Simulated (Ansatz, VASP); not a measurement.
MgO in VASP and in Ansatz

File INCAR:

```
SYSTEM = MgO
PREC = Accurate ; ENCUT = 600
EDIFF = 1E-6 ; ISMEAR = 1
SIGMA = 0.0138 ; LREAL = .False.
LASPH = .True. ; NELM = 120
ALGO = Normal ; ISIF = 2
LWAVE = .False. ; LCHARG = .True.
GGA = PE ; LELF = .True.
LVHAR = .True. ; NBANDS = 11
GGA_COMPAT = .False.
```

KPOINTS

```
regular mesh
0
Gamma
  7 7 7
  0 0 0
```

Contents of POSCAR:

```
MgO
1.0
    0.0000000000      2.1417602800      2.1417602800
    2.1417602800      0.0000000000      2.1417602800
    2.1417602800      2.1417602800      0.0000000000
Mg O
1 1
Direct
    0.0000000000      0.0000000000      0.0000000000
    0.5000000000      0.5000000000      0.5000000000
```

Input for Ansatz:

```yaml
crystal:
  lattice:
    - [0.0, 2.14176028, 2.14176028]
    - [2.14176028, 0.0, 2.14176028]
    - [2.14176028, 2.14176028, 0.0]
  atoms:
    - { symbol: Mg, position: [0.0, 0.0, 0.0] }
    - { symbol: O, position: [0.5, 0.5, 0.5] }
  symmetry: { tolerance: 0.0003 }
kpoints:
  mp_grid: { grid: [7, 7, 7], shift: [0, 0, 0] }
magnetization:
  spin_polarized: false
scf:
  occupations: { method: methfessel_paxton, width: 0.0138 }
  n_extra_bands: 2
hamiltonian:
  pseudopotentials: { kind: paw }
  xc: pbe
basis:
  ecutwfc: 420
output:
  forces: true
  stress: true
  eigenvalues: true
```

Alike in both runs: task single point; functional PBE; k mesh 7 × 7 × 7; occupations methfessel-paxton of order 1, width 0.0138 eV; no spin polarisation.

|  | VASP | Ansatz |
| --- | --- | --- |
| version | VASP 6.6.1 | Ansatz 0.2.0 |
| potentials or method | VASP PAW PBE potentials, release 64 (Mg, O), cutoff 600 eV | PAW plane waves |
| valence electrons in the cell | 8 | 16 |

```tsv
	VASP	Ansatz	Ansatz less VASP
gap on the k mesh at the Fermi level (eV)	4.25	4.27	+0.018
pressure (GPa)	-4.0	-3.0	+1.02
```

The functional is the same, so the differences come from potentials, cutoffs and numerics. VASP's potentials hold 8 valence electrons a cell and Ansatz's 16, so a difference there can come from the potentials and not from the codes.
